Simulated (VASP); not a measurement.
A run of VASP 6.6.1 is set up as follows.

Contents of POSCAR:

```
C
1.0
    0.0000000000      1.7801241423      1.7801241423
    1.7801241423      0.0000000000      1.7801241423
    1.7801241423      1.7801241423      0.0000000000
C
2
Direct
    0.0000000000      0.0000000000      0.0000000000
    0.2500000000      0.2500000000      0.2500000000
```

Contents of INCAR.step1:

```
PREC = Accurate
ENCUT = 910
ISMEAR = 0
SIGMA = 0.01
LREAL = F
LASPH = T
NELM = 120
NBANDS = 11
GGA = PE
ALGO = Normal
EDIFF = 1E-5
LWAVE = T
LCHARG = F
GGA_COMPAT = F
```

File INCAR.step2:

```
PREC = Accurate
ENCUT = 910
EDIFF = 1E-6
ISMEAR = 0
SIGMA = 0.01
LREAL = F
LASPH = T
NELM = 120
ALGO = Normal
ISIF = 2
LWAVE = F
LCHARG = F
METAGGA = R2SCAN
LMIXTAU = T
NBANDS = 11
ISTART = 1
GGA_COMPAT = F
```

File KPOINTS:

```
regular mesh
0
Gamma
  12 12 12
```

Potentials or basis: VASP PAW PBE potentials, release 64 (C_h).

Command:

```console
$ cat potpaw_PBE.64/C_h/POTCAR > POTCAR
$ cp INCAR.step1 INCAR
$ mpirun -np 1 vasp_std > vasp.out
$ cp INCAR.step2 INCAR
$ mpirun -np 1 vasp_std > vasp.out
```

Q: Predict the band gap on the k mesh.

A: 4.39 eV, indirect (least direct gap 5.89 eV).

Q: Estimate the pressure.

A: -0.8 GPa.

Caveat: the cutoff is under 1.25 times the usual one of these potentials, so pressure, stress and relaxed cells hold a basis-set (Pulay) error; the PAW data sets were made with another functional, which shifts forces and pressure a little. A k mesh can miss the band edges.
